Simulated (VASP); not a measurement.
HgTe (rocksalt type), 2 atoms in the cell. It takes space group Fm-3m (No. 225, cubic). Conventional cell: a = 6.226 Å, b = 6.226 Å, c = 6.226 Å, α = 90.00°, β = 90.00°, γ = 90.00°. Hg (site symmetry m-3m) has 6 Te at 3.11 Å within 4.1 Å. Within 4.1 Å of Te (site symmetry m-3m) lie 6 Hg at 3.11 Å. 

```yaml
Program: VASP 6.6.1
Task: electric field gradients
Functional: r2SCAN
Potentials_or_basis: VASP PAW PBE potentials, release 64 (Hg, Te)
Cutoff: 440 eV
k_mesh: 12 × 12 × 12
Occupations: fermi-dirac, width 0.08 eV
Spin: no spin polarisation
Dipole_correction: no
Further_INCAR_settings: ALGO = Normal; EDIFF = 1e-08; NBANDS = 16
```

Potentials or basis: VASP PAW PBE potentials, release 64 (Hg, Te).

Command:

```bash
$ cat potpaw_PBE.64/Hg/POTCAR potpaw_PBE.64/Te/POTCAR > POTCAR
$ cp INCAR.step1 INCAR
$ mpirun -np 1 vasp_std > vasp.out
$ cp INCAR.step2 INCAR
$ mpirun -np 1 vasp_std > vasp.out
```

Hardware: 1 thread of Intel Xeon 8259CL, on a shared host.

Task: Estimate the wall time of this run.

Result: Wall time 4.1 min on 1 thread of Intel Xeon 8259CL (shared host), peak memory 0.21 GiB. Counts: k points 72.
